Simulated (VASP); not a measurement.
Os: single point with PBEsol

Os:

```xyz
1
Lattice="2.2476 0.0000 0.0000 0.0000 2.2476 0.0000 0.0000 0.0000 2.2476" Properties=species:S:1:pos:R:3 pbc="T T T"
Os    0.0000    0.0000    0.0000
```

This cell differs from its parent crystal: volume scaled by 0.7.

```json
{
  "Program": "VASP 6.6.1",
  "Task": "single point",
  "Functional": "PBEsol",
  "Potentials or basis": "VASP PAW PBE potentials, release 64 (Os)",
  "Cutoff": "520 eV",
  "k mesh": "15 × 15 × 15",
  "Occupations": "fermi-dirac, width 0.1 eV",
  "Spin": "no spin polarisation",
  "Dipole correction": "no",
  "Further INCAR settings": "ALGO = Normal; EDIFF = 1e-07; NBANDS = 10"
}
```

```json
{"Pressure": "241.1 GPa", "Band gap on the k mesh": "zero (band 4 reaches 19.60 eV, above the bottom of band 5 at 11.23 eV)"}
```

Levels at points of the mesh, in eV from the Fermi level:
| k point | band 1 | band 2 | band 3 | band 4 | band 5 | band 6 | band 7 | band 8 |
| --- | --- | --- | --- | --- | --- | --- | --- | --- |
| (0.00, 0.00, 0.00) | -13.01 | -9.94 | -9.94 | 4.17 | 4.17 | 4.17 | 18.54 | 18.54 |

Run time: 6.2 s on 1 thread of Intel(R) Xeon(R) 6975P-C (Granite Rapids) (shared host), peak memory 0.12 GiB.

Caveat: the PAW data sets were made with another functional, which shifts forces and pressure a little; spin-orbit coupling is left out, which moves the levels of the heavy elements.
